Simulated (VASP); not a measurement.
## TePb: single point with PBE

Crystal: TePb.

```
CELL_PARAMETERS angstrom
0.00000 3.64149 3.64149
3.64149 0.00000 3.64149
3.64149 3.64149 0.00000
ATOMIC_POSITIONS crystal
Pb 0.00000 0.00000 0.00000
Te 0.25000 0.25000 0.25000
```

```json
{
 "Program": "VASP 6.6.1",
 "Task": "single point",
 "Functional": "PBE",
 "Potentials or basis": "VASP PAW PBE potentials, release 64 (Pb_d, Te)",
 "Cutoff": "500 eV",
 "k mesh": "2 × 2 × 2",
 "Occupations": "gaussian, width 0.01 eV",
 "Spin": "no spin polarisation"
}
```

```json
{"Pressure": "-0.3 GPa", "Band gap on the k mesh": "1.21 eV, direct"}
```

Levels at points of the mesh, in eV from the valence-band top:
| k point | band 8 | band 9 | band 10 | band 11 | band 12 | band 13 |
| --- | --- | --- | --- | --- | --- | --- |
| (0.00, 0.00, 0.00) | -0.85 | -0.85 | -0.85 | 2.13 | 2.13 | 2.13 |
| (0.50, 0.00, 0.00) | -1.40 | -1.40 | -1.33 | 2.95 | 2.95 | 4.33 |
| (0.50, 0.50, 0.00) | -2.07 | -2.07 | 0.00 | 1.21 | 5.00 | 5.00 |

It took 22 s on 1 thread of AMD EPYC 9R45, on a shared host, peak memory 0.2 GiB.

Caveat: the k points lie up to 0.75 Å⁻¹ apart; spin-orbit coupling is left out, which moves the levels of the heavy elements. A k mesh can miss the band edges.
